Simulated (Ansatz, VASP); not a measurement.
# GaSb in VASP and in Ansatz

```xyz
2
Lattice="0.0000 3.0050 3.0050 3.0050 0.0000 3.0050 3.0050 3.0050 0.0000" Properties=species:S:1:pos:R:3 pbc="T T T"
Ga    0.0000    0.0000    0.0000
Sb    4.5075    4.5075    4.5075
```

Alike in both runs: task single point; functional PBEsol; k mesh 12 × 12 × 12; occupations gaussian, width 0.1 eV; no spin polarisation.

|  | VASP | Ansatz |
| --- | --- | --- |
| version | VASP 6.6.1 | Ansatz 0.2.0 |
| potentials or method | VASP PAW PBE potentials, release 64 (Ga_d, Sb), cutoff 520 eV | scalar-relativistic, plane waves, PAW |
| valence electrons in the cell | 18 | 28 |

|  | VASP | Ansatz | Ansatz less VASP |
| --- | --- | --- | --- |
| gap on the k mesh at the Fermi level (eV) | 0.38 | 0.36 | -0.015 |
| least direct gap on the mesh (eV) | 0.38 | 0.36 | -0.015 |
| pressure (GPa) | 3.0 | 2.9 | -0.12 |

VASP's potentials were made for PBE, not for PBEsol. VASP's potentials hold 18 valence electrons a cell and Ansatz's 28, so a difference there can come from the potentials and not from the codes.

Neither program's run includes spin-orbit coupling.
